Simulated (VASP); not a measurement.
# TaRu5 (P-62m) in VASP: notebook, part 2 of 2

VASP 6.6.1. Earlier steps stand in the parts before.

### 4 Single point, PBE

This run uses another cell than the first one, of 14.48 Å³/atom.

File INCAR:

```
SYSTEM = TaRu5
PREC = Accurate
ENCUT = 520
EDIFF = 1E-6
ISMEAR = 0
SIGMA = 0.1
LREAL = .FALSE.
LASPH = .TRUE.
NELM = 60
ALGO = Fast
ISIF = 2
LWAVE = .FALSE.
LCHARG = .TRUE.
GGA = PE
LELF = .TRUE.
LVHAR = .TRUE.
NBANDS = 50
```

File KPOINTS:

```
Automatic mesh
0
G
  12 12 8
  0 0 0
```

File POSCAR:

```
TaRu5
1.0
    4.7882322403      0.0000000000      0.0000000000
   -2.3941161201      4.1467307593      0.0000000000
    0.0000000000      0.0000000000      4.3748132317
Ta Ru
1 5
Direct
    0.0000000000      0.0000000000      0.5000000000
    0.0000000000      0.6537911426      0.0000000000
    0.6537911426      0.0000000000      0.0000000000
    0.3462088574      0.3462088574      0.0000000000
    0.3333333333      0.6666666667      0.5000000000
    0.6666666667      0.3333333333      0.5000000000
```

Potentials or basis: VASP PAW PBE potentials, release 64 (Ta_pv, Ru_pv).

Command:

```
$ cat potpaw_PBE.64/Ta_pv/POTCAR potpaw_PBE.64/Ru_pv/POTCAR > POTCAR
$ mpirun -np 1 vasp_std > vasp.out
```

OUTCAR:

```text
SYSTEM = TaRu5
   PREC = Accurate
   ENCUT = 520
   EDIFF = 1E-6
   ISMEAR = 0
   LREAL = .FALSE.
   LASPH = .TRUE.
   NELM = 60
   ISIF = 2
   GGA = PE

 ion  position               nearest neighbor table
   1  0.000  0.000  0.500-   2 2.74   2 2.74   3 2.74   3 2.74   4 2.74   4 2.74   6 2.76   5 2.76
                             5 2.76   6 2.76   6 2.76   5 2.76
   2  0.000  0.654  0.000-   5 2.69   5 2.69   6 2.69   6 2.69   4 2.71   3 2.71   4 2.71   3 2.71
                             1 2.74   1 2.74   3 2.87   4 2.87
   3  0.654  0.000  0.000-   6 2.69   6 2.69   5 2.69   5 2.69   4 2.71   4 2.71   2 2.71   2 2.71
                             1 2.74   1 2.74   2 2.87   4 2.87
   4  0.346  0.346  0.000-   5 2.69   5 2.69   6 2.69   6 2.69   3 2.71   2 2.71   3 2.71   2 2.71
                             1 2.74   1 2.74   2 2.87   3 2.87
   5  0.333  0.667  0.500-   2 2.69   2 2.69   3 2.69   3 2.69   4 2.69   4 2.69   1 2.76   6 2.76
                             6 2.76   1 2.76   1 2.76   6 2.76
   6  0.667  0.333  0.500-   3 2.69   3 2.69   2 2.69   2 2.69   4 2.69   4 2.69   1 2.76   5 2.76
                             5 2.76   1 2.76   1 2.76   5 2.76

  LATTYP: Found a hexagonal cell.
 ALAT       =     4.7882322403
 C/A-ratio  =     0.9136593657

  Lattice vectors:

 A1 = (   4.7882322403,   0.0000000000,   0.0000000000)
 A2 = (  -2.3941161201,   4.1467307593,   0.0000000000)
 A3 = (   0.0000000000,   0.0000000000,   4.3748132317)

Analysis of symmetry for initial positions (statically):
=====================================================================
 Subroutine PRICEL returns:
 Original cell was already a primitive cell.

 Routine SETGRP: Setting up the symmetry group for a
 hexagonal supercell.

 Subroutine GETGRP returns: Found 12 space group operations
 (whereof 12 operations were pure point group operations)
 out of a pool of 24 trial point group operations.

The static configuration has the point symmetry D_3h.

Analysis of symmetry for dynamics (positions and initial velocities):
=====================================================================
 Subroutine PRICEL returns:
 Original cell was already a primitive cell.

 Routine SETGRP: Setting up the symmetry group for a
 hexagonal supercell.

 Subroutine GETGRP returns: Found 12 space group operations
 (whereof 12 operations were pure point group operations)
 out of a pool of 24 trial point group operations.

The dynamic configuration has the point symmetry D_3h.

 Subroutine INISYM returns: Found 12 space group operations
 (whereof 12 operations are pure point group operations),
 and found     1 'primitive' translations

----------------------------------------------------------------------------------------

                                     Primitive cell

  volume of cell :      86.8641

  direct lattice vectors                    reciprocal lattice vectors
     4.788232240  0.000000000  0.000000000     0.208845342  0.120576914  0.000000000
    -2.394116120  4.146730759  0.000000000     0.000000000  0.241153829  0.000000000
     0.000000000  0.000000000  4.374813232     0.000000000  0.000000000  0.228581187

  length of vectors
     4.788232240  4.788232240  4.374813232     0.241153829  0.241153829  0.228581187

  position of ions in fractional coordinates (direct lattice)
     0.000000000  0.000000000  0.500000000
[... 48 lines left out ...]
  0.416667  0.000000  0.000000      6.000000
[... 16 lines left out ...]
  0.250000 -0.000000  0.125000     12.000000
  0.333333 -0.000000  0.125000     12.000000
 [... further k-points ...]
   k-points           NKPTS =     95   k-points in BZ     NKDIM =     95   number of bands    NBANDS=     50
   number of dos      NEDOS =    301   number of ions     NIONS =      6
   total plane-waves  NPLWV =  46656
   dimension x,y,z NGX =    36 NGY =   36 NGZ =   36
   dimension x,y,z NGXF=    72 NGYF=   72 NGZF=   72
   ions per type =               1   5
   NGX,Y,Z   is equivalent  to a cutoff of  12.50, 12.50, 13.68 a.u.
   NGXF,Y,Z  is equivalent  to a cutoff of  25.00, 25.00, 27.36 a.u.
 SYSTEM =  TaRu5
   PREC   = accura    normal or accurate (medium, high low for compatibility)
   ISTART =      0    job   : 0-new  1-cont  2-samecut
   ICHARG =      2    charge: 1-file 2-atom 10-const
   ISPIN  =      1    spin polarized calculation?
   LNONCOLLINEAR =      F non collinear calculations
   LSORBIT =      F    spin-orbit coupling
   LASPH  =      T    aspherical Exc in radial PAW
   ENCUT  =  520.0 eV  38.22 Ry    6.18 a.u.   8.90  8.90  8.13*2*pi/ulx,y,z
   NELM   =     60;   NELMIN=  2; NELMDL= -5     # of ELM steps
   EDIFF  = 0.1E-05   stopping-criterion for ELM
   LREAL  =      F    real-space projection
   EDIFFG = 0.1E-04   stopping-criterion for IOM
   NSW    =      0    number of steps for IOM
   IBRION =     -1    ionic relax: 0-MD 1-quasi-New 2-CG
   NFREE  =      0    steps in history (QN), initial steepest desc. (CG)
   ISIF   =      2    stress and relaxation
   ISYM   =      2    0-nonsym 1-usesym 2-fastsym
   POTIM  = 0.5000    time-step for ionic-motion
   TEBEG  =    0.0;   TEEND  =   0.0 temperature during run
   PSTRESS=    0.0 pullay stress
   NELECT =      81.0000    total number of electrons
   NUPDOWN=      -1.0000    fix difference up-down
   EMIN   =  10.00;   EMAX   =-10.00  energy-range for DOS
   EFERMI =   0.00;   METHOD = LEGACY
   ISMEAR =     0;   SIGMA  =   0.10  broadening in eV -4-tet -1-fermi 0-gaus
   EFERMI_NEDOS =   21; number of points for ismear=-14 and -15
   IALGO  =     68    algorithm
   IMIX   =      4    mixing-type and parameters
     AMIX     =   0.40;   BMIX     =  1.00
     AMIX_MAG =   1.60;   BMIX_MAG =  1.00
  volume/ion in A,a.u.               =      14.48        97.70
  Fermi-wavevector in a.u.,A,eV,Ry     =   1.599397  3.022422 34.804672  2.558071
  Thomas-Fermi vector in A             =   2.696696
   LORBIT       =      0    0 simple, 1 ext, 2 COOP (PROOUT), +10 PAW based schemes
   GGA     = PE    functional components
   LHFCALC =     F    Hartree Fock is set to
   AEXX    =    0.0000 exact exchange contribution
   IVDW    =     0    specifies the selected vdW correction
   LEPSILON=     F    determine dielectric tensor
   LRPA    =     F    only Hartree local field effects (RPA)
 non-spin polarized calculation
 RMM-DIIS sequential band-by-band and
 Gauss-broadening in eV      SIGMA  =   0.10
  energy-cutoff  :      520.00
  volume of cell :       86.86
 maximum number of plane-waves:      2362
 NGX is ok and might be reduce to    36
   NGX = 17   NGY = 17   NGZ = 17

 number of electron      81.0000034 magnetization

 Free energy of the ion-electron system (eV)
  ---------------------------------------------------
  ext. energy  EPLUGINS =         0.00000000
  ---------------------------------------------------
  free energy    TOTEN  =       -58.57576962 eV

  energy without entropy =      -58.54206762  energy(sigma->0) =      -58.55891862

 E-fermi :  10.9544     XC(G=0): -13.7322

 val. band max:       10.9459781485   @ k =   0.3333   0.1667   0.3750
 cond. band min:      10.9653567374   @ k =   0.2500   0.1667   0.1250
 fundamental gap:      0.0193785889
 Fermi energy:        10.9544448877

 k-point     1 :       0.0000    0.0000    0.0000
  band No.  band energies     occupation
      1     -32.1202      2.00000
      2     -31.8970      2.00000
      3     -31.8970      2.00000
      4     -31.8949      2.00000
      5     -31.6995      2.00000
      6     -31.6995      2.00000
[... 1261 lines left out ...]
     49      14.4664      0.00000
     50      15.2913      0.00000

 [... further k-points ...]

------------------------ aborting loop because EDIFF is reached ----------------------------------------

  FORCE on cell =-STRESS in cart. coord.  units (eV):
  Direction    XX          YY          ZZ          XY          YZ          ZX
  --------------------------------------------------------------------------------------
  -------------------------------------------------------------------------------------
  Total       -0.0083406     -0.0083406     -0.0077248     -0.0000000      0.0000000      0.0000000
  in kB       -0.1538395     -0.1538395     -0.1424807     -0.0000000      0.0000000      0.0000000
  external PRESSURE =      -0.1500532 kB  Pullay stress =       0.0000000 kB

 VOLUME and BASIS-vectors are now :
 -----------------------------------------------------------------------------
  energy-cutoff  :      520.00
  volume of cell :       86.86
      direct lattice vectors                 reciprocal lattice vectors
     4.788232240  0.000000000  0.000000000     0.208845342  0.120576914  0.000000000
    -2.394116120  4.146730759  0.000000000     0.000000000  0.241153829  0.000000000
     0.000000000  0.000000000  4.374813232     0.000000000  0.000000000  0.228581187

 POSITION                                       TOTAL-FORCE (eV/Angst)
 -----------------------------------------------------------------------------------
      0.00000      0.00000      2.18741        -0.000000     -0.000000      0.000000
     -1.56525      2.71110      0.00000         0.005652     -0.009790      0.000000
      3.13050      0.00000      0.00000        -0.011305     -0.000000      0.000000
      0.82886      1.43563      0.00000         0.005652      0.009790     -0.000000
     -0.00000      2.76449      2.18741        -0.000000     -0.000000      0.000000
      2.39412      1.38224      2.18741        -0.000000      0.000000      0.000000
 -----------------------------------------------------------------------------------
    total drift:                                0.000000      0.000000     -0.000000

  FREE ENERGIE OF THE ION-ELECTRON SYSTEM (eV)
  ---------------------------------------------------
  free  energy   TOTEN  =       -58.5757696197 eV

  energy  without entropy=      -58.5420676214  energy(sigma->0) =      -58.55891862
```

It took 7.6 min on 1 thread of Intel Xeon Platinum 8488C (Sapphire Rapids), shared host; peak memory 0.43 GiB.

What came out:

| Property | Result |
| --- | --- |
| Free energy | -58.5758 eV |
| Pressure | 0.0 GPa |
| Largest force | 0.011 eV/Å |
| Band gap on the k mesh | zero (an odd number of electrons rules out a gap without spin polarisation) |

Forces on the atoms (eV/Å):
```
Ta   0.000  0.000  0.000
Ru   0.006 -0.010  0.000
Ru  -0.011  0.000  0.000
Ru   0.006  0.010  0.000
Ru   0.000  0.000  0.000
Ru   0.000  0.000  0.000
```

Caveat: spin-orbit coupling is left out, which moves the levels of the heavy elements.
